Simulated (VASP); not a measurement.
# Ge (Fd-3m) in VASP: a series of runs

Aim: see how the results for Ge move with the level of theory and the settings. Levels: PBE, PBE+D4. Tasks: single point, relaxation of cell and atoms.

All numbers are computed with VASP 6.6.1; they aren't measurements. Logs are shortened: lines on timing, memory, paths and dates and some standing lists are left out, and cuts for length are marked.

**The experiment to reproduce.**

From “Electronic and optical properties of SixGe1-x-ySny alloys lattice-matched to Ge”, 2021, arxiv:2109.02782, for a bulk crystal of Ge: band gap 0.666 eV (indirect) at 293 K; band gap 0.807 eV (direct) at 300 K.

The results are compared with them further down.

## 1. The cell of the first run

Symmetry: Fd-3m, No. 227, cubic system. Conventional cell: a = 5.658 Å, b = 5.658 Å, c = 5.658 Å, α = 90.00°, β = 90.00°, γ = 90.00°. Ge (site symmetry -43m) has 4 Ge at 2.45 Å within 3.2 Å.

## 2. Single point, PBE

Input file INCAR:

```
SYSTEM = Ge
PREC = Accurate
ENCUT = 520
EDIFF = 1E-6
ISMEAR = 0
SIGMA = 0.023
LREAL = .False.
LASPH = .True.
NELM = 80
ALGO = Normal
ISIF = 2
LWAVE = .False.
LCHARG = .False.
GGA = PE
NBANDS = 21
```

Input file KPOINTS:

```
Automatic mesh
0
Gamma
  8 8 8
  0 0 0
```

Input file POSCAR:

```
Ge
1.0
    0.0000000000      2.8289100000      2.8289100000
    2.8289100000      0.0000000000      2.8289100000
    2.8289100000      2.8289100000      0.0000000000
Ge
2
Direct
    0.7500000000      0.7500000000      0.7500000000
    0.5000000000      0.5000000000      0.5000000000
```

Potentials or basis: VASP PAW PBE potentials, release 64 (Ge_d).

Run with:

```console
$ cat potpaw_PBE.64/Ge_d/POTCAR > POTCAR
$ mpirun -np 1 vasp_std > vasp.out
```

OUTCAR:

```text
SYSTEM = Ge
   PREC = Accurate
   ENCUT = 520
   EDIFF = 1E-6
   ISMEAR = 0
   LREAL = .False.
   LASPH = .True.
   NELM = 80
   ISIF = 2
   GGA = PE

 ion  position               nearest neighbor table
   1  0.750  0.750  0.750-   2 2.45   2 2.45   2 2.45   2 2.45
   2  0.500  0.500  0.500-   1 2.45   1 2.45   1 2.45   1 2.45

  LATTYP: Found a face centered cubic cell.
 ALAT       =     5.6578200000

  Lattice vectors:

 A1 = (   0.0000000000,   2.8289100000,   2.8289100000)
 A2 = (   2.8289100000,   0.0000000000,   2.8289100000)
 A3 = (   2.8289100000,   2.8289100000,   0.0000000000)

Analysis of symmetry for initial positions (statically):
=====================================================================
 Subroutine PRICEL returns:
 Original cell was already a primitive cell.

 Routine SETGRP: Setting up the symmetry group for a
 face centered cubic supercell.

 Subroutine GETGRP returns: Found 48 space group operations
 (whereof 24 operations were pure point group operations)
 out of a pool of 48 trial point group operations.

The static configuration has the point symmetry T_d .
 The point group associated with its full space group is O_h .

Analysis of symmetry for dynamics (positions and initial velocities):
=====================================================================
 Subroutine PRICEL returns:
 Original cell was already a primitive cell.

 Routine SETGRP: Setting up the symmetry group for a
 face centered cubic supercell.

 Subroutine GETGRP returns: Found 48 space group operations
 (whereof 24 operations were pure point group operations)
 out of a pool of 48 trial point group operations.

The dynamic configuration has the point symmetry T_d .
 The point group associated with its full space group is O_h .

 Subroutine INISYM returns: Found 48 space group operations
 (whereof 24 operations are pure point group operations),
 and found     1 'primitive' translations

----------------------------------------------------------------------------------------

                                     Primitive cell

  volume of cell :      45.2780

  direct lattice vectors                    reciprocal lattice vectors
     0.000000000  2.828910000  2.828910000    -0.176746521  0.176746521  0.176746521
     2.828910000  0.000000000  2.828910000     0.176746521 -0.176746521  0.176746521
     2.828910000  2.828910000  0.000000000     0.176746521  0.176746521 -0.176746521

  length of vectors
     4.000682889  4.000682889  4.000682889     0.306133954  0.306133954  0.306133954

  position of ions in fractional coordinates (direct lattice)
     0.750000000  0.750000000  0.750000000
     0.500000000  0.500000000  0.500000000

  ion indices of the primitive-cell ions
   primitive index   ion index
                 1           1
                 2           2

----------------------------------------------------------------------------------------

 KPOINTS: Automatic mesh

Automatic generation of k-mesh.
 Grid dimensions read from file:
 generate k-points for:    8    8    8

 Generating k-lattice:

  Cartesian coordinates                     Fractional coordinates (reciprocal lattice)
    -0.022093315  0.022093315  0.022093315     0.125000000  0.000000000  0.000000000
     0.022093315 -0.022093315  0.022093315     0.000000000  0.125000000  0.000000000
     0.022093315  0.022093315 -0.022093315     0.000000000  0.000000000  0.125000000

  Length of vectors
     0.038266744  0.038266744  0.038266744

  Shift w.r.t. Gamma in fractional coordinates (k-lattice)
     0.000000000  0.000000000  0.000000000

 Subroutine IBZKPT returns following result:
 ===========================================

 Found     29 irreducible k-points:

 Following reciprocal coordinates:
            Coordinates               Weight
  0.000000  0.000000  0.000000      1.000000
  0.125000  0.000000  0.000000      8.000000
  0.250000  0.000000  0.000000      8.000000
  0.375000  0.000000  0.000000      8.000000
  0.500000  0.000000  0.000000      4.000000
  0.125000  0.125000  0.000000      6.000000
[... 16 lines left out ...]
  0.500000  0.250000  0.125000     48.000000
 -0.375000  0.250000  0.125000     24.000000
 [... further k-points ...]
   k-points           NKPTS =     29   k-points in BZ     NKDIM =     29   number of bands    NBANDS=     21
   number of dos      NEDOS =    301   number of ions     NIONS =      2
   total plane-waves  NPLWV =  27000
   dimension x,y,z NGX =    30 NGY =   30 NGZ =   30
   dimension x,y,z NGXF=    60 NGYF=   60 NGZF=   60
   ions per type =               2
   NGX,Y,Z   is equivalent  to a cutoff of  12.47, 12.47, 12.47 a.u.
   NGXF,Y,Z  is equivalent  to a cutoff of  24.93, 24.93, 24.93 a.u.
 SYSTEM =  Ge
   PREC   = accura    normal or accurate (medium, high low for compatibility)
   ISTART =      0    job   : 0-new  1-cont  2-samecut
   ICHARG =      2    charge: 1-file 2-atom 10-const
   ISPIN  =      1    spin polarized calculation?
   LNONCOLLINEAR =      F non collinear calculations
   LSORBIT =      F    spin-orbit coupling
   LASPH  =      T    aspherical Exc in radial PAW
   ENCUT  =  520.0 eV  38.22 Ry    6.18 a.u.   7.44  7.44  7.44*2*pi/ulx,y,z
   NELM   =     80;   NELMIN=  2; NELMDL= -5     # of ELM steps
   EDIFF  = 0.1E-05   stopping-criterion for ELM
   LREAL  =      F    real-space projection
   EDIFFG = 0.1E-04   stopping-criterion for IOM
   NSW    =      0    number of steps for IOM
   IBRION =     -1    ionic relax: 0-MD 1-quasi-New 2-CG
   NFREE  =      0    steps in history (QN), initial steepest desc. (CG)
   ISIF   =      2    stress and relaxation
   ISYM   =      2    0-nonsym 1-usesym 2-fastsym
   POTIM  = 0.5000    time-step for ionic-motion
   TEBEG  =    0.0;   TEEND  =   0.0 temperature during run
   PSTRESS=    0.0 pullay stress
   NELECT =      28.0000    total number of electrons
   NUPDOWN=      -1.0000    fix difference up-down
   EMIN   =  10.00;   EMAX   =-10.00  energy-range for DOS
   EFERMI =   0.00;   METHOD = LEGACY
   ISMEAR =     0;   SIGMA  =   0.02  broadening in eV -4-tet -1-fermi 0-gaus
   EFERMI_NEDOS =   21; number of points for ismear=-14 and -15
   IALGO  =     38    algorithm
   IMIX   =      4    mixing-type and parameters
     AMIX     =   0.40;   BMIX     =  1.00
     AMIX_MAG =   1.60;   BMIX_MAG =  1.00
  volume/ion in A,a.u.               =      22.64       152.78
  Fermi-wavevector in a.u.,A,eV,Ry     =   1.394756  2.635708 26.468033  1.945346
  Thomas-Fermi vector in A             =   2.518275
   LORBIT       =      0    0 simple, 1 ext, 2 COOP (PROOUT), +10 PAW based schemes
   GGA     = PE    functional components
   LHFCALC =     F    Hartree Fock is set to
   AEXX    =    0.0000 exact exchange contribution
   IVDW    =     0    specifies the selected vdW correction
   LEPSILON=     F    determine dielectric tensor
   LRPA    =     F    only Hartree local field effects (RPA)
 non-spin polarized calculation
 Gauss-broadening in eV      SIGMA  =   0.02
  energy-cutoff  :      520.00
  volume of cell :       45.28
 maximum number of plane-waves:      1243
 NGX is ok and might be reduce to    30
   NGX = 15   NGY = 15   NGZ = 15

 number of electron      28.0000022 magnetization

 Free energy of the ion-electron system (eV)
  ---------------------------------------------------
  ext. energy  EPLUGINS =         0.00000000
  ---------------------------------------------------
  free energy    TOTEN  =        -8.99884733 eV

  energy without entropy =       -8.99879975  energy(sigma->0) =       -8.99882354

 E-fermi :   5.0175     XC(G=0):  -9.9229

 val. band max:        4.9945369951   @ k =   0.0000   0.0000   0.0000
 cond. band min:       5.0292063538   @ k =   0.0000   0.0000   0.0000
 fundamental gap:      0.0346693587
 Fermi energy:         5.0175225066

 k-point     1 :       0.0000    0.0000    0.0000
  band No.  band energies     occupation
      1     -19.8207      2.00000
      2     -19.8207      2.00000
      3     -19.8207      2.00000
      4     -19.7846      2.00000
      5     -19.7846      2.00000
      6     -19.5740      2.00000
[... 13 lines left out ...]
     20      14.4761      0.00000
     21      14.4761      0.00000

 k-point     2 :       0.1250    0.0000    0.0000
  band No.  band energies     occupation
      1     -19.8288      2.00000
      2     -19.8288      2.00000
      3     -19.8182      2.00000
      4     -19.7732      2.00000
      5     -19.7732      2.00000
      6     -19.5859      2.00000
[... 13 lines left out ...]
     20      13.5766      0.00000
     21      13.5766      0.00000

 k-point     3 :       0.2500    0.0000    0.0000
  band No.  band energies     occupation
      1     -19.8389      2.00000
      2     -19.8389      2.00000
      3     -19.8121      2.00000
      4     -19.7560      2.00000
      5     -19.7560      2.00000
      6     -19.5996      2.00000
[... 13 lines left out ...]
     20      13.3274      0.00000
     21      13.3274      0.00000

 k-point     4 :       0.3750    0.0000    0.0000
  band No.  band energies     occupation
      1     -19.8439      2.00000
      2     -19.8439      2.00000
      3     -19.8058      2.00000
      4     -19.7455      2.00000
      5     -19.7455      2.00000
      6     -19.6067      2.00000
[... 13 lines left out ...]
     20      14.5039      0.00000
     21      14.5039      0.00000

 k-point     5 :       0.5000    0.0000    0.0000
  band No.  band energies     occupation
      1     -19.8452      2.00000
      2     -19.8452      2.00000
      3     -19.8031      2.00000
      4     -19.7427      2.00000
      5     -19.7427      2.00000
      6     -19.6083      2.00000
[... 13 lines left out ...]
     20      16.0845      0.00000
     21      16.2182      0.00000

 k-point     6 :       0.1250    0.1250    0.0000
  band No.  band energies     occupation
      1     -19.8282      2.00000
      2     -19.8264      2.00000
      3     -19.8264      2.00000
      4     -19.7757      2.00000
      5     -19.7610      2.00000
      6     -19.6083      2.00000
[... 13 lines left out ...]
     20      12.6417      0.00000
     21      14.7417      0.00000

 k-point     7 :       0.2500    0.1250    0.0000
  band No.  band energies     occupation
      1     -19.8419      2.00000
      2     -19.8346      2.00000
      3     -19.8177      2.00000
      4     -19.7616      2.00000
      5     -19.7410      2.00000
      6     -19.6288      2.00000
[... 13 lines left out ...]
     20      13.9517      0.00000
     21      14.5330      0.00000
[... 291 lines left out ...]
      1     -19.8716      2.00000
      2     -19.8557      2.00000
      3     -19.7668      2.00000
      4     -19.7079      2.00000
      5     -19.6816      2.00000
      6     -19.6683      2.00000
[... 13 lines left out ...]
     20      14.8168      0.00000
     21      18.5834      0.00000

 k-point    21 :       0.5000    0.5000    0.0000
  band No.  band energies     occupation
      1     -19.8546      2.00000
      2     -19.8546      2.00000
      3     -19.7691      2.00000
      4     -19.7691      2.00000
      5     -19.6698      2.00000
      6     -19.6698      2.00000
[... 13 lines left out ...]
     20      16.6054      0.00000
     21      17.8363      0.00000

 k-point    22 :       0.3750    0.2500    0.1250
  band No.  band energies     occupation
      1     -19.8494      2.00000
      2     -19.8468      2.00000
      3     -19.8040      2.00000
      4     -19.7484      2.00000
      5     -19.7198      2.00000
      6     -19.6505      2.00000
[... 13 lines left out ...]
     20      15.1340      0.00000
     21      15.3940      0.00000

 k-point    23 :       0.5000    0.2500    0.1250
  band No.  band energies     occupation
      1     -19.8612      2.00000
      2     -19.8533      2.00000
      3     -19.7823      2.00000
      4     -19.7334      2.00000
      5     -19.7071      2.00000
      6     -19.6591      2.00000
[... 13 lines left out ...]
     20      14.6693      0.00000
     21      16.5255      0.00000

 k-point    24 :      -0.3750    0.2500    0.1250
  band No.  band energies     occupation
      1     -19.8664      2.00000
      2     -19.8547      2.00000
      3     -19.7724      2.00000
      4     -19.7224      2.00000
      5     -19.7086      2.00000
      6     -19.6540      2.00000
[... 13 lines left out ...]
     20      15.9593      0.00000
     21      16.4688      0.00000

 [... further k-points ...]

------------------------ aborting loop because EDIFF is reached ----------------------------------------

  FORCE on cell =-STRESS in cart. coord.  units (eV):
  Direction    XX          YY          ZZ          XY          YZ          ZX
  --------------------------------------------------------------------------------------
  -------------------------------------------------------------------------------------
  Total        0.9868023      0.9868023      0.9868023     -0.0000000      0.0000000     -0.0000000
  in kB       34.9183210     34.9183210     34.9183210     -0.0000000      0.0000000     -0.0000000
  external PRESSURE =      34.9183210 kB  Pullay stress =       0.0000000 kB

 VOLUME and BASIS-vectors are now :
 -----------------------------------------------------------------------------
  energy-cutoff  :      520.00
  volume of cell :       45.28
      direct lattice vectors                 reciprocal lattice vectors
     0.000000000  2.828910000  2.828910000    -0.176746521  0.176746521  0.176746521
     2.828910000  0.000000000  2.828910000     0.176746521 -0.176746521  0.176746521
     2.828910000  2.828910000  0.000000000     0.176746521  0.176746521 -0.176746521

 POSITION                                       TOTAL-FORCE (eV/Angst)
 -----------------------------------------------------------------------------------
      4.24336      4.24336      4.24336        -0.000000     -0.000000     -0.000000
      2.82891      2.82891      2.82891         0.000000      0.000000      0.000000
 -----------------------------------------------------------------------------------
    total drift:                                0.000000     -0.000000     -0.000000

  FREE ENERGIE OF THE ION-ELECTRON SYSTEM (eV)
  ---------------------------------------------------
  free  energy   TOTEN  =        -8.9988473275 eV

  energy  without entropy=       -8.9987997493  energy(sigma->0) =       -8.99882354
```

Run time: 65 s. Hardware: 1 thread of Intel Xeon 6975P-C, shared host; peak memory 0.17 GiB.

Results:

* Free energy: -8.9988 eV
* Pressure: 3.5 GPa
* Band gap on the k mesh: 0.03 eV, direct

A k mesh can miss the band edges.

## 3. Single point, PBE+D4

This run uses another cell than the first one, of 23.09 Å³/atom, 1.020 times its volume.

Input file INCAR:

```
PREC     = Accurate       # precision mode
ENCUT    = 520            # plane-wave cutoff, eV
EDIFF    = 1E-7           # SCF threshold, eV
ISMEAR   = -1             # smearing method
SIGMA    = 0.05           # smearing width, eV
LREAL    = False          # projectors in reciprocal space
LASPH    = True           # aspherical terms in the spheres
NELM     = 80             # most SCF steps
ALGO     = Normal         # electronic algorithm
ISIF     = 2              # what is computed and relaxed
LWAVE    = False          # write WAVECAR
LCHARG   = False          # write CHGCAR
GGA      = PE             # functional
IVDW     = 13             # dispersion correction
NBANDS   = 21             # bands
```

Input file KPOINTS:

```
Automatic mesh
0
Gamma
  8 8 8
```

Input file POSCAR:

```
Ge
1.0
    0.0000000000      2.8475692595      2.8475692595
    2.8475692595      0.0000000000      2.8475692595
    2.8475692595      2.8475692595      0.0000000000
Ge
2
Direct
    0.7500000000      0.7500000000      0.7500000000
    0.5000000000      0.5000000000      0.5000000000
```

Potentials or basis: VASP PAW PBE potentials, release 64 (Ge_d).

Run with:

```console
$ cat potpaw_PBE.64/Ge_d/POTCAR > POTCAR
$ mpirun -np 1 vasp_std > vasp.out
```

Run time: 60 s. Hardware: 1 thread of Intel Xeon 6975P-C, shared host; peak memory 0.17 GiB.

Results (log left out):

- Free energy: -9.6568 eV
- Pressure: -0.1 GPa
- Band gap on the k mesh: zero (filled and empty bands touch)
- Dispersion energy per atom: -0.321 eV

Levels at points of the mesh, in eV from the Fermi level:
```
           k point  band 12  band 13  band 14  band 15  band 16  band 17
(0.00, 0.00, 0.00)    -0.15    -0.01    -0.01    -0.01     2.54     2.54
(0.50, 0.00, 0.00)    -7.52    -1.38    -1.38     0.12     3.73     3.73
(0.50, 0.50, 0.00)    -8.82    -3.01    -3.01     0.77     0.77     9.34
```

Caveat: pairwise dispersion overbinds metals, which lowers pressure and volume.

## 4. Single point, PBE

This run uses another cell than the first one, of 23.91 Å³/atom, 1.056 times its volume.

Input file INCAR:

```
SYSTEM = Ge
ALGO = Normal
EDIFF = 1E-7
ENCUT = 520
GGA = PE
ISIF = 2
ISMEAR = -1
LASPH = .True.
LCHARG = .False.
LREAL = .False.
LWAVE = .False.
NBANDS = 21
NELM = 100
PREC = Accurate
SIGMA = 0.05
```

Input file KPOINTS:

```
k-points
0
Gamma
  8 8 8
  0 0 0
```

Input file POSCAR:

```
Ge
1.0
    0.0000000000      2.8809524509      2.8809524509
    2.8809524509      0.0000000000      2.8809524509
    2.8809524509      2.8809524509      0.0000000000
Ge
2
Direct
    0.7500000000      0.7500000000      0.7500000000
    0.5000000000      0.5000000000      0.5000000000
```

Run with:

```console
$ cat potpaw_PBE.64/Ge_d/POTCAR > POTCAR
$ mpirun -np 1 vasp_std > vasp.out
```

It took 55 s on 1 thread of Intel Xeon 6975P-C, shared host; peak memory 0.17 GiB.

It converged, with:

```yaml
Free_energy: -9.0267 eV
Pressure: -0.1 GPa
Band_gap_on_the_k_mesh: zero (filled and empty bands touch)
```

Levels at points of the mesh, in eV from the Fermi level:
| k point | band 12 | band 13 | band 14 | band 15 | band 16 | band 17 |
| --- | --- | --- | --- | --- | --- | --- |
| (0.00, 0.00, 0.00) | -0.42 | 0.04 | 0.04 | 0.04 | 2.57 | 2.57 |
| (0.50, 0.00, 0.00) | -7.32 | -1.29 | -1.29 | 0.06 | 3.75 | 3.75 |
| (0.50, 0.50, 0.00) | -8.65 | -2.85 | -2.85 | 0.86 | 0.86 | 9.11 |

## 5. Relaxation of cell and atoms, PBE

Input file INCAR:

```
SYSTEM = Ge
ALGO     = Normal         ! electronic algorithm
EDIFF    = 1E-7           ! SCF threshold, eV
EDIFFG   = -0.005         ! ionic threshold
ENCUT    = 600            ! plane-wave cutoff, eV
GGA      = PE             ! functional
IBRION   = 2              ! ionic algorithm
ISIF     = 3              ! what is computed and relaxed
ISMEAR   = -1             ! smearing method
LASPH    = .True.         ! aspherical terms in the spheres
LCHARG   = .False.        ! write CHGCAR
LREAL    = .False.        ! projectors in reciprocal space
LWAVE    = .False.        ! write WAVECAR
NELM     = 80             ! most SCF steps
NSW      = 80             ! ionic steps
PREC     = Accurate       ! precision mode
SIGMA    = 0.05           ! smearing width, eV
```

KPOINTS is that of step 4.

Input file POSCAR:

```
Ge
1.0
    0.0000000000      2.8289100000      2.8289100000
    2.8289100000      0.0000000000      2.8289100000
    2.8289100000      2.8289100000      0.0000000000
Ge
2
Direct
    0.7500000000      0.7500000000      0.7500000000
    0.5000000000      0.5000000000      0.5000000000
```

Run with:

```console
$ cat potpaw_PBE.64/Ge_d/POTCAR > POTCAR
$ mpirun -np 1 vasp_std > vasp.out
```

Wall time 2 min (1 thread of Intel Xeon 6975P-C, shared host); peak memory 0.19 GiB.

The run converged. Its results:

- Free energy: -9.0267 eV
- Relaxed volume: 23.91 Å³/atom
- Relaxed cell: a = 4.074 Å, b = 4.074 Å, c = 4.074 Å, α = 60.00°, β = 60.00°, γ = 60.00°
- Space group after relaxing (to 0.05 Å): Fd-3m (No. 227)
- Energy gained by relaxing: 13.6 meV/atom
- Ionic steps: 3
- Pressure after relaxing: 0.0 GPa
- Band gap on the k mesh: zero (filled and empty bands touch)

Step by step:
```csv
step,energy change (eV),largest force (eV/Å),pressure (GPa),volume (Å³)
1,0.0000,0.0000,3.57,45.28
2,-0.0246,0.0000,-0.99,48.66
3,-0.0273,0.0000,-0.02,47.82
```

Final structure:
```
CELL_PARAMETERS angstrom
0.00000 2.88090 2.88090
2.88090 0.00000 2.88090
2.88090 2.88090 0.00000
ATOMIC_POSITIONS crystal
Ge 0.75000 0.75000 0.75000
Ge 0.50000 0.50000 0.50000
```

Levels at points of the mesh, in eV from the Fermi level:
```tsv
k point	band 10	band 11	band 12	band 13	band 14	band 15	band 16	band 17	band 18
(0.00, 0.00, 0.00)	-24.48	-12.33	-0.42	0.04	0.04	0.04	2.57	2.57	2.57
(0.50, 0.00, 0.00)	-24.46	-10.37	-7.32	-1.29	-1.29	0.06	3.75	3.75	7.14
(0.50, 0.50, 0.00)	-24.45	-8.65	-8.65	-2.85	-2.85	0.86	0.86	9.11	9.11
```

(Continued in part 2 of 2.)
